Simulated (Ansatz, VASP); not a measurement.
Two plane-wave programs on RbBr

The input INCAR:

```
ALGO = Normal ; EDIFF = 1E-6
ENCUT = 520 ; GGA = PE
ISIF = 2 ; ISMEAR = -1
LASPH = True ; LCHARG = False
LREAL = False ; LWAVE = False
NBANDS = 15 ; NELM = 80
PREC = Accurate ; SIGMA = 0.02
```

File KPOINTS:

```
k-points
0
Gamma
  6 6 6
```

POSCAR

```
RbBr
1.0
   -0.0377275944      3.8694968646      3.8694968646
    3.8694968646     -0.0377275944      3.8694968646
    3.8317692702      3.8317692702      0.0000000000
Rb Br
1 1
Direct
   -0.0021876755     -0.0021876755      0.0021876755
    0.2521876755      0.2521876755      0.2478123245
```

Input for Ansatz:

```yaml
crystal:
  lattice:
    - [-0.0377275944, 3.8694968646, 3.8694968646]
    - [3.8694968646, -0.0377275944, 3.8694968646]
    - [3.8317692702, 3.8317692702, 0.0]
  atoms:
    - { symbol: Rb, position: [-0.0021876755, -0.0021876755, 0.0021876755] }
    - { symbol: Br, position: [0.2521876755, 0.2521876755, 0.2478123245] }
kpoints:
  mp_grid: { grid: [6, 6, 6] }
  band_path:
    path:
      - [0.0, 0.0, 0.0]
      - [-0.5, -0.5, 0.0]
      - [-0.375, -0.375, 0.25]
      - [-0.375, 0.0, 0.375]
      - [0.0, 0.0, 0.5]
      - [-0.5, -0.25, 0.25]
    npoints: 1
hamiltonian:
  xc: pbe
scf:
  occupations: { method: fermi_dirac, width: 0.02 }
  n_extra_bands: 4
output:
  forces: true
  stress: true
  eigenvalues: true
```

Change from the starting cell: shear_xy strain -1.9%.

Alike in both runs: task single point; functional PBE; k mesh 6 × 6 × 6; occupations fermi-dirac, width 0.02 eV; no spin polarisation.

```csv
,VASP,Ansatz
version,VASP 6.6.1,Ansatz 0.2.0
potentials or method,"VASP PAW PBE potentials, release 64 (Rb_sv, Br)","plane waves, PAW"
plane-wave cutoff (eV),520,420
valence electrons in the cell,16,16
```

|  | VASP | Ansatz | Ansatz less VASP |
| --- | --- | --- | --- |
| gap on the k mesh at the Fermi level (eV) | 4.06 | 4.06 | 0.000 |
| pressure (GPa) | 0.2 | 0.2 | -0.01 |
